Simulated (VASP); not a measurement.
A run of VASP 6.6.1 is set up as follows.

The input INCAR:

```
ALGO = Normal
EDIFF = 1E-7
ENCUT = 520
GGA = PS
ISIF = 2
ISMEAR = -1
ISPIN = 2
LASPH = True
LCHARG = False
LMAXMIX = 4
LORBIT = 11
LREAL = False
LWAVE = False
MAGMOM = 2 0
NBANDS = 18
NELM = 150
PREC = Accurate
SIGMA = 0.05
```

Contents of KPOINTS:

```
k-points
0
Gamma
  10 10 10
```

POSCAR

```
CoSi
1.0
    2.7813340000      0.0000000000      0.0000000000
    0.0000000000      2.7813340000      0.0000000000
    0.0000000000      0.0000000000      2.7813340000
Co Si
1 1
Direct
    0.0000000000      0.0000000000      0.0000000000
    0.5000000000      0.5000000000      0.5000000000
```

Potentials or basis: VASP PAW PBE potentials, release 64 (Co, Si).

The run is started by

```bash
$ cat potpaw_PBE.64/Co/POTCAR potpaw_PBE.64/Si/POTCAR > POTCAR
$ mpirun -np 1 vasp_std > vasp.out
```

(1) Predict the pressure.

(2) What does it give for the net moment?

(3) Predict the site moments.

Answers

(1) -6.3 GPa.

(2) 0.52 μB per cell.

(3) Co +0.52; Si +0.01 μB.

Caveat: the PAW data sets were made with another functional, which shifts forces and pressure a little.
